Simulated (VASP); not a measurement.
The system is Si2Ni.

```
Ni Si
1.0
     0.00000    2.70300    2.70300
     2.70300    0.00000    2.70300
     2.70300    2.70300    0.00000
Ni Si
1 2
Cartesian
  0.0000 0.0000 0.0000
  4.0545 4.0545 4.0545
  1.3515 1.3515 1.3515
```

Base run:

```yaml
Program: VASP 6.6.1
Functional: PBEsol
Potentials_or_basis: VASP PAW PBE potentials, release 64 (Ni_sv_GW, Si)
Cutoff: 690 eV
k_mesh: 7 × 7 × 7
Occupations: fermi-dirac, width 0.05 eV
Spin: collinear spin, ferromagnetic start
Starting_moments: "[0.2, 0.0, 0.0] μB"
Fixed_moment: 0.2 μB
```

Its results: pressure -1.8 GPa; site moments Ni +0.12; Si +0.03 μB.

Task: The run is repeated on the same cell with these changes: functional from PBEsol to PBE. What comes out?

Result: Pressure 8.1 GPa; site moments Ni +0.12; Si +0.02 μB.

PBE binds less tightly than PBEsol, so the same cell stands under more pressure.

Caveats: the total moment is fixed, so each spin has its own Fermi level and the state may be an excited one; the PAW data sets were made with another functional, which shifts forces and pressure a little (at least some runs); the cell stands under pressure (at least some runs).
